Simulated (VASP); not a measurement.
# Be8Te7 (a cell with a defect) in VASP: a series of runs

The runs below take Be8Te7 (a cell with a defect) through single point, with PBEsol.

All numbers are computed with VASP 6.6.1; they aren't measurements. Logs are shortened: lines on timing, memory, paths and dates and some standing lists are left out, and cuts for length are marked.

## 1. The cell of the first run

The cell holds a defect, 15 atoms: a = 7.928 Å, b = 7.928 Å, c = 7.928 Å, α = 60.00°, β = 60.00°, γ = 60.00°.

## 2. Single point, PBEsol

Contents of INCAR:

```
SYSTEM = Be8Te7
ALGO = Normal
EDIFF = 1E-6
ENCUT = 520
GGA = PS
ISIF = 2
ISMEAR = 0
LASPH = .True.
LCHARG = .False.
LREAL = Auto
LWAVE = .False.
NBANDS = 42
NELECT = 56.0
NELM = 100
PREC = Accurate
SIGMA = 0.05
```

Contents of KPOINTS:

```
k-points
0
Gamma
  4 4 4
  0 0 0
```

Contents of POSCAR:

```
Be8Te7
1.0
    5.6057266001     -5.6057266001      0.0000000000
    5.6057266001      0.0000000000      5.6057266001
    0.0000000000     -5.6057266001      5.6057266001
Be Te
8 7
Direct
    0.5662066181      0.0077105972      0.5077105437
    0.5284250752     -0.0048472753     -0.0000288098
    0.5284250752      0.4999713150      0.4951526712
    0.4741884843      0.5254838864      0.0254839399
    1.0387551722     -0.0600791876      0.4399207589
    0.9564639667     -0.0121027130      0.0468577080
    0.9564638775      0.5468577436      0.4878973227
    1.0002850478      0.4884780681     -0.0115218784
    0.1527240911      0.1162899204      0.0765125613
    0.1527240019      0.5765125969      0.6162899560
    0.1047692015      0.6233182153      0.1233182689
    0.7265824380      0.1329553782      0.6329553246
    0.5899617901      0.1512473869      0.1554447018
    0.5899617009      0.6554447375      0.6512474226
    0.6340635663      0.6277592988      0.1277591740
```

Potentials or basis: VASP PAW PBE potentials, release 64 (Be, Te).

On the command line:

```
cat potpaw_PBE.64/Be/POTCAR potpaw_PBE.64/Te/POTCAR > POTCAR
mpirun -np 1 vasp_std > vasp.out
```

OUTCAR:

```text
SYSTEM = Be8Te7
   EDIFF = 1E-6
   ENCUT = 520
   GGA = PS
   ISIF = 2
   ISMEAR = 0
   LASPH = .True.
   LREAL = Auto
   NELECT = 56.0
   NELM = 100
   PREC = Accurate

 ion  position               nearest neighbor table
   1  0.566  0.008  0.508-  13 2.37  14 2.37  12 2.66
   2  0.528  0.995  1.000-  15 2.38  13 2.45   9 2.47  12 2.47
   3  0.528  0.500  0.495-  15 2.38  14 2.45  10 2.47  12 2.47
   4  0.474  0.525  0.025-  15 2.37  11 2.42  13 2.42  14 2.42
   5  0.039  0.940  0.440-  12 2.36   9 2.39  10 2.39
   6  0.956  0.988  0.047-  11 2.38   9 2.39  13 2.39
   7  0.956  0.547  0.488-  11 2.38  10 2.39  14 2.39
   8  0.000  0.488  0.988-  15 2.38   9 2.42  10 2.42  11 2.43
   9  0.153  0.116  0.077-   6 2.39   5 2.39   8 2.42   2 2.47  10 3.65
  10  0.153  0.577  0.616-   7 2.39   5 2.39   8 2.42   3 2.47   9 3.65
  11  0.105  0.623  0.123-   7 2.38   6 2.38   4 2.42   8 2.43
  12  0.727  0.133  0.633-   5 2.36   2 2.47   3 2.47   1 2.66
  13  0.590  0.151  0.155-   1 2.37   6 2.39   4 2.42   2 2.45
  14  0.590  0.655  0.651-   1 2.37   7 2.39   4 2.42   3 2.45
  15  0.634  0.628  0.128-   4 2.37   2 2.38   3 2.38   8 2.38

  LATTYP: Found a face centered cubic cell.
 ALAT       =    11.2114532002

  Lattice vectors:

 A1 = (   5.6057266001,  -5.6057266001,   0.0000000000)
 A2 = (   5.6057266001,   0.0000000000,   5.6057266001)
 A3 = (   0.0000000000,  -5.6057266001,   5.6057266001)

Analysis of symmetry for initial positions (statically):
=====================================================================
 Subroutine PRICEL returns:
 Original cell was already a primitive cell.

 Routine SETGRP: Setting up the symmetry group for a
 face centered cubic supercell.

 Subroutine GETGRP returns: Found  2 space group operations
 (whereof  1 operations were pure point group operations)
 out of a pool of 48 trial point group operations.

The static configuration has the point symmetry C_1 .
 The point group associated with its full space group is C_1h.

Analysis of symmetry for dynamics (positions and initial velocities):
=====================================================================
 Subroutine PRICEL returns:
 Original cell was already a primitive cell.

 Routine SETGRP: Setting up the symmetry group for a
 face centered cubic supercell.

 Subroutine GETGRP returns: Found  2 space group operations
 (whereof  1 operations were pure point group operations)
 out of a pool of 48 trial point group operations.

The dynamic configuration has the point symmetry C_1 .
 The point group associated with its full space group is C_1h.

 Subroutine INISYM returns: Found  2 space group operations
 (whereof  1 operations are pure point group operations),
 and found     1 'primitive' translations

----------------------------------------------------------------------------------------

                                     Primitive cell

  volume of cell :     352.3106

  direct lattice vectors                    reciprocal lattice vectors
     5.605726600 -5.605726600  0.000000000     0.089194503 -0.089194503 -0.089194503
     5.605726600  0.000000000  5.605726600     0.089194503  0.089194503  0.089194503
     0.000000000 -5.605726600  5.605726600    -0.089194503 -0.089194503  0.089194503

  length of vectors
     7.927694585  7.927694585  7.927694585     0.154489412  0.154489412  0.154489412

  position of ions in fractional coordinates (direct lattice)
     0.566206618  0.007710597  0.507710544
     0.528425075  0.995152725  0.999971190
     0.528425075  0.499971315  0.495152671
     0.474188484  0.525483886  0.025483940
     0.038755172  0.939920812  0.439920759
     0.956463967  0.987897287  0.046857708
     0.956463877  0.546857744  0.487897323
     0.000285048  0.488478068  0.988478122
     0.152724091  0.116289920  0.076512561
     0.152724002  0.576512597  0.616289956
     0.104769201  0.623318215  0.123318269
     0.726582438  0.132955378  0.632955325
     0.589961790  0.151247387  0.155444702
     0.589961701  0.655444737  0.651247423
     0.634063566  0.627759299  0.127759174

  ion indices of the primitive-cell ions
   primitive index   ion index
                 1           1
                 2           2
                 3           3
                 4           4
                 5           5
                 6           6
                 7           7
                 8           8
                 9           9
                10          10
                11          11
                12          12
                13          13
                14          14
                15          15

----------------------------------------------------------------------------------------

 KPOINTS: k-points

Automatic generation of k-mesh.
 Grid dimensions read from file:
 generate k-points for:    4    4    4

 Generating k-lattice:

  Cartesian coordinates                     Fractional coordinates (reciprocal lattice)
     0.022298626 -0.022298626 -0.022298626     0.250000000  0.000000000  0.000000000
     0.022298626  0.022298626  0.022298626     0.000000000  0.250000000  0.000000000
    -0.022298626 -0.022298626  0.022298626     0.000000000  0.000000000  0.250000000

  Length of vectors
     0.038622353  0.038622353  0.038622353

  Shift w.r.t. Gamma in fractional coordinates (k-lattice)
     0.000000000  0.000000000  0.000000000

 Subroutine IBZKPT returns following result:
 ===========================================

 Found     24 irreducible k-points:

 Following reciprocal coordinates:
            Coordinates               Weight
  0.000000  0.000000  0.000000      1.000000
  0.250000  0.000000  0.000000      2.000000
  0.000000  0.250000  0.000000      4.000000
  0.250000  0.250000  0.250000      2.000000
  0.500000  0.000000  0.000000      1.000000
  0.000000  0.500000  0.000000      2.000000
[... 16 lines left out ...]
 -0.250000  0.500000  0.250000      4.000000
  0.500000  0.250000 -0.250000      2.000000
   k-points           NKPTS =     24   k-points in BZ     NKDIM =     24   number of bands    NBANDS=     42
   number of dos      NEDOS =    301   number of ions     NIONS =     15
   total plane-waves  NPLWV = 216000
   dimension x,y,z NGX =    60 NGY =   60 NGZ =   60
   dimension x,y,z NGXF=   120 NGYF=  120 NGZF=  120
   ions per type =               8   7
   NGX,Y,Z   is equivalent  to a cutoff of  12.58, 12.58, 12.58 a.u.
   NGXF,Y,Z  is equivalent  to a cutoff of  25.16, 25.16, 25.16 a.u.
 SYSTEM =  Be8Te7
   PREC   = accura    normal or accurate (medium, high low for compatibility)
   ISTART =      0    job   : 0-new  1-cont  2-samecut
   ICHARG =      2    charge: 1-file 2-atom 10-const
   ISPIN  =      1    spin polarized calculation?
   LNONCOLLINEAR =      F non collinear calculations
   LSORBIT =      F    spin-orbit coupling
   LASPH  =      T    aspherical Exc in radial PAW
   ENCUT  =  520.0 eV  38.22 Ry    6.18 a.u.  14.74 14.74 14.74*2*pi/ulx,y,z
   NELM   =    100;   NELMIN=  2; NELMDL= -5     # of ELM steps
   EDIFF  = 0.1E-05   stopping-criterion for ELM
   LREAL  =      T    real-space projection
   EDIFFG = 0.1E-04   stopping-criterion for IOM
   NSW    =      0    number of steps for IOM
   IBRION =     -1    ionic relax: 0-MD 1-quasi-New 2-CG
   NFREE  =      0    steps in history (QN), initial steepest desc. (CG)
   ISIF   =      2    stress and relaxation
   ISYM   =      2    0-nonsym 1-usesym 2-fastsym
   POTIM  = 0.5000    time-step for ionic-motion
   TEBEG  =    0.0;   TEEND  =   0.0 temperature during run
   PSTRESS=    0.0 pullay stress
   NELECT =      56.0000    total number of electrons
   NUPDOWN=      -1.0000    fix difference up-down
   EMIN   =  10.00;   EMAX   =-10.00  energy-range for DOS
   EFERMI =   0.00;   METHOD = LEGACY
   ISMEAR =     0;   SIGMA  =   0.05  broadening in eV -4-tet -1-fermi 0-gaus
   EFERMI_NEDOS =   21; number of points for ismear=-14 and -15
   IALGO  =     38    algorithm
   IMIX   =      4    mixing-type and parameters
     AMIX     =   0.40;   BMIX     =  1.00
     AMIX_MAG =   1.60;   BMIX_MAG =  1.00
  volume/ion in A,a.u.               =      23.49       158.50
  Fermi-wavevector in a.u.,A,eV,Ry     =   0.886807  1.675822 10.699975  0.786426
  Thomas-Fermi vector in A             =   2.008022
   LORBIT       =      0    0 simple, 1 ext, 2 COOP (PROOUT), +10 PAW based schemes
   GGA     = PS    functional components
   LHFCALC =     F    Hartree Fock is set to
   AEXX    =    0.0000 exact exchange contribution
   IVDW    =     0    specifies the selected vdW correction
   LEPSILON=     F    determine dielectric tensor
   LRPA    =     F    only Hartree local field effects (RPA)
 non-spin polarized calculation
 Gauss-broadening in eV      SIGMA  =   0.05
  energy-cutoff  :      520.00
  volume of cell :      352.31
 maximum number of plane-waves:      9528
 NGX is ok and might be reduce to    60
   NGX = 29   NGY = 29   NGZ = 29

 number of electron      55.9999999 magnetization

 Free energy of the ion-electron system (eV)
  ---------------------------------------------------
  ext. energy  EPLUGINS =         0.00000000
  ---------------------------------------------------
  free energy    TOTEN  =       -67.44030541 eV

  energy without entropy =      -67.44030541  energy(sigma->0) =      -67.44030541

 E-fermi :   4.1222     XC(G=0):  -8.6201

 val. band max:        3.8867127366   @ k =   0.0000   0.0000   0.0000
 cond. band min:       4.8305262762   @ k =   0.0000   0.2500   0.2500
 fundamental gap:      0.9438135397
 Fermi energy:         4.1222059275

 k-point     1 :       0.0000    0.0000    0.0000
  band No.  band energies     occupation
      1      -7.9306      2.00000
      2      -6.8199      2.00000
      3      -6.7500      2.00000
      4      -6.7086      2.00000
      5      -6.3090      2.00000
      6      -6.3050      2.00000
[... 32 lines left out ...]
     39       7.7967      0.00000
     40       8.1380      0.00000

 k-point     2 :       0.2500    0.0000    0.0000
  band No.  band energies     occupation
      1      -7.7976      2.00000
      2      -6.9989      2.00000
      3      -6.6984      2.00000
      4      -6.6943      2.00000
      5      -6.4230      2.00000
      6      -6.3827      2.00000
[... 32 lines left out ...]
     39       7.9994      0.00000
     40       8.0955      0.00000

 k-point     3 :       0.0000    0.2500    0.0000
  band No.  band energies     occupation
      1      -7.7993      2.00000
      2      -6.9465      2.00000
      3      -6.8004      2.00000
      4      -6.6336      2.00000
      5      -6.4743      2.00000
      6      -6.3285      2.00000
[... 852 lines left out ...]
 k-point    23 :      -0.2500    0.5000    0.2500
  band No.  band energies     occupation
      1      -7.2526      2.00000
      2      -7.2058      2.00000
      3      -7.1116      2.00000
      4      -6.8496      2.00000
      5      -6.4711      2.00000
      6      -6.4316      2.00000
[... 32 lines left out ...]
     39       8.5610      0.00000
     40       8.6604      0.00000

 k-point    24 :       0.5000    0.2500   -0.2500
  band No.  band energies     occupation
      1      -7.2568      2.00000
      2      -7.1552      2.00000
      3      -7.1140      2.00000
      4      -6.9007      2.00000
      5      -6.5560      2.00000
      6      -6.3654      2.00000
[... 32 lines left out ...]
     39       8.6045      0.00000
     40       8.7360      0.00000
 [bands above 40 left out]

------------------------ aborting loop because EDIFF is reached ----------------------------------------

  FORCE on cell =-STRESS in cart. coord.  units (eV):
  Direction    XX          YY          ZZ          XY          YZ          ZX
  --------------------------------------------------------------------------------------
  -------------------------------------------------------------------------------------
  Total      -17.3729445    -17.3729445    -17.6194397      1.5928744      0.4327474     -0.4327483
  in kB      -79.0056739    -79.0056739    -80.1266418      7.2437986      1.9679740     -1.9679778
  external PRESSURE =     -79.3793298 kB  Pullay stress =       0.0000000 kB

 VOLUME and BASIS-vectors are now :
 -----------------------------------------------------------------------------
  energy-cutoff  :      520.00
  volume of cell :      352.31
      direct lattice vectors                 reciprocal lattice vectors
     5.605726600 -5.605726600  0.000000000     0.089194503 -0.089194503 -0.089194503
     5.605726600  0.000000000  5.605726600     0.089194503  0.089194503  0.089194503
     0.000000000 -5.605726600  5.605726600    -0.089194503 -0.089194503  0.089194503

 POSITION                                       TOTAL-FORCE (eV/Angst)
 -----------------------------------------------------------------------------------
      3.21722     -6.02009      2.88931         0.497020     -0.497020      0.041024
      8.54076     -8.56777     11.18412        -0.031484      0.010032     -0.041843
      5.76491     -5.73790      5.57839        -0.010032      0.031484     -0.041843
      5.60389     -2.80103      3.08857         0.045362     -0.045362     -0.132049
      5.48619     -2.68333      7.73501        -0.074001      0.074001      0.053822
     10.89956     -5.62435      5.80055        -0.049835     -0.283206      0.178616
      8.42721     -8.09669      5.80055         0.283206      0.049835      0.178616
      2.73987     -5.54274      8.27941        -0.014169      0.014169      0.042508
      1.50802     -1.28504      1.08080         0.047567     -0.059552      0.079930
      4.08790     -4.31088      6.68652         0.059552     -0.047567      0.079930
      4.08146     -1.27860      4.18544         0.052684     -0.052684     -0.079208
      4.81833     -7.62120      4.29349        -0.784426      0.784426     -0.182985
      4.15502     -4.17854      1.71923        -0.017377     -0.012754     -0.084193
      6.98141     -6.95788      7.32496         0.012754      0.017377     -0.084193
      7.07343     -4.27057      4.23523        -0.016821      0.016821     -0.008134
 -----------------------------------------------------------------------------------
    total drift:                               -0.008705      0.008902      0.001894

  FREE ENERGIE OF THE ION-ELECTRON SYSTEM (eV)
  ---------------------------------------------------
  free  energy   TOTEN  =       -67.4403054074 eV

  energy  without entropy=      -67.4403054074  energy(sigma->0) =      -67.44030541
```

Wall time 6.3 min (1 thread of Intel Xeon 6975P-C (Granite Rapids), shared host); peak memory 0.59 GiB.

Results:

- Free energy: -67.4403 eV
- Largest force: 1.124 eV/Å

Forces in eV/Å, atoms in the order of the input:
```
Be   0.497 -0.497  0.041
Be  -0.031  0.010 -0.042
Be  -0.010  0.031 -0.042
Be   0.045 -0.045 -0.132
Be  -0.074  0.074  0.054
Be  -0.050 -0.283  0.179
Be   0.283  0.050  0.179
Be  -0.014  0.014  0.043
Te   0.048 -0.060  0.080
Te   0.060 -0.048  0.080
Te   0.053 -0.053 -0.079
Te  -0.784  0.784 -0.183
Te  -0.017 -0.013 -0.084
Te   0.013  0.017 -0.084
Te  -0.017  0.017 -0.008
```

Caveat: the cell carries a net charge on a neutralising background, which shifts energy and pressure; the cell is charged against a uniform background, so pressure and absolute levels hang on convention; the PAW data sets were made with another functional, which shifts forces and pressure a little; spin-orbit coupling is left out, which moves the levels of the heavy elements.

## 3. Single point, PBEsol

Contents of INCAR:

```
SYSTEM = Be8Te7
PREC = Accurate
ENCUT = 520
EDIFF = 1E-6
ISMEAR = 0
SIGMA = 0.05
LREAL = Auto
LASPH = .True.
NELM = 80
ALGO = Normal
ISIF = 2
LWAVE = .False.
LCHARG = .False.
GGA = PS
NELECT = 56.0
NBANDS = 42
```

Contents of KPOINTS:

```
regular mesh
0
Gamma
  4 4 4
  0 0 0
```

Contents of POSCAR:

```
Be8Te7
1.0
    5.6057266001     -5.6057266001      0.0000000000
    5.6057266001      0.0000000000      5.6057266001
    0.0000000000     -5.6057266001      5.6057266001
Be Te
8 7
Direct
    0.4183721696      0.0077105080      0.5077106329
    0.5087810561     -0.0121027130      0.0468577080
    0.5087810561      0.5468576544      0.4878974119
    0.4748437071      0.5254838864      0.0254839399
    1.0814033456     -0.0600791876      0.4399207589
    0.9764510278     -0.0048472753     -0.0000288098
    0.9764510278      0.4999713150      0.4951526712
    1.0227586732      0.4884780681     -0.0115218784
    0.1544734629      0.1162898312      0.0765126505
    0.1544734629      0.5765125969      0.6162899560
    0.1104179786      0.6277592988      0.1277591740
    1.0075067699      0.1329553782      0.6329553246
    0.6033461389      0.1512473869      0.1554447018
    0.6033460497      0.6554447375      0.6512474226
    0.6485943321      0.6233182153      0.1233182689
```

Potentials or basis: VASP PAW PBE potentials, release 64 (Be, Te).

On the command line:

```
cat potpaw_PBE.64/Be/POTCAR potpaw_PBE.64/Te/POTCAR > POTCAR
mpirun -np 1 vasp_std > vasp.out
```

It took 6.6 min on 1 thread of Intel Xeon 6975P-C (Granite Rapids), shared host; peak memory 0.59 GiB.

Results (log left out):

```yaml
Free_energy: -67.4403 eV
Largest_force: 1.124 eV/Å
```

Forces on the atoms (eV/Å):
```
Be  -0.497  0.497  0.041
Be  -0.283 -0.050  0.179
Be   0.050  0.283  0.179
Be  -0.045  0.045 -0.132
Be   0.074 -0.074  0.054
Be   0.010 -0.031 -0.042
Be   0.031 -0.010 -0.042
Be   0.014 -0.014  0.043
Te  -0.060  0.048  0.080
Te  -0.048  0.060  0.080
Te   0.017 -0.017 -0.008
Te   0.784 -0.784 -0.183
Te  -0.013 -0.017 -0.084
Te   0.017  0.013 -0.084
Te  -0.053  0.053 -0.079
```

Levels at points of the mesh, in eV from the Fermi level:
```
           k point  band 24  band 25  band 26  band 27  band 28  band 29  band 30  band 31  band 32  band 33
(0.00, 0.00, 0.00)    -1.00    -0.82    -0.30    -0.25    -0.23     0.72     1.98     2.53     2.68     2.77
(0.50, 0.00, 0.00)    -1.59    -1.24    -1.21    -0.69    -0.50     1.00     2.24     2.91     3.07     3.26
(0.00, 0.50, 0.00)    -1.62    -1.35    -1.19    -0.60    -0.51     1.18     2.02     2.86     2.98     3.09
(0.50, 0.50, 0.50)    -1.63    -1.31    -1.18    -0.57    -0.54     1.11     2.26     2.64     2.91     3.06
(0.50, 0.50, 0.00)    -1.57    -1.38    -1.18    -1.15    -0.93     1.56     2.37     2.85     3.10     3.18
(0.00, 0.50, 0.50)    -1.62    -1.44    -1.22    -1.13    -0.80     1.24     2.21     2.83     3.01     3.28
```

Caveat: the cell carries a net charge on a neutralising background, which shifts energy and pressure; the cell is charged against a uniform background, so pressure and absolute levels hang on convention; the PAW data sets were made with another functional, which shifts forces and pressure a little; spin-orbit coupling is left out, which moves the levels of the heavy elements.
